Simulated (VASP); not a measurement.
AgRh: single point with PBE

AgRh:

```
Ag Rh
1.0
     2.64140    0.00000    0.00000
    -1.32070    2.28752    0.00000
     0.00000    0.00000    4.57283
Ag Rh
1 1
Direct
  0.00000 0.00000 0.50000
  0.66667 0.33333 0.00000
```

This cell differs from its parent crystal: volume scaled by 0.86.

```
Program             : VASP 6.6.1
Task                : single point
Functional          : PBE
Potentials or basis : VASP PAW PBE potentials, release 64 (Ag, Rh_pv)
Cutoff              : 520 eV
k mesh              : 14 × 14 × 7
Occupations         : fermi-dirac, width 0.05 eV
Spin                : no spin polarisation
```

- Pressure: 30.6 GPa
- Band gap on the k mesh: zero (band 13 reaches 12.74 eV, above the bottom of band 14 at 11.05 eV)

Stress tensor (GPa, compression positive):
```
32.70  0.00  0.00
 0.00 32.70  0.00
 0.00  0.00 26.35
```

Levels at points of the mesh, in eV from the Fermi level:
| k point | band 10 | band 11 | band 12 | band 13 | band 14 | band 15 | band 16 | band 17 |
| --- | --- | --- | --- | --- | --- | --- | --- | --- |
| (0.00, 0.00, 0.00) | -3.45 | -2.27 | -2.27 | -0.21 | 0.14 | 0.14 | 6.46 | 16.86 |
| (0.50, 0.00, 0.00) | -2.27 | -2.10 | -0.09 | 1.43 | 2.12 | 4.61 | 9.48 | 9.49 |

It took 19 s on 1 thread of Intel(R) Xeon(R) 6975P-C (Granite Rapids) (shared host), peak memory 0.18 GiB.
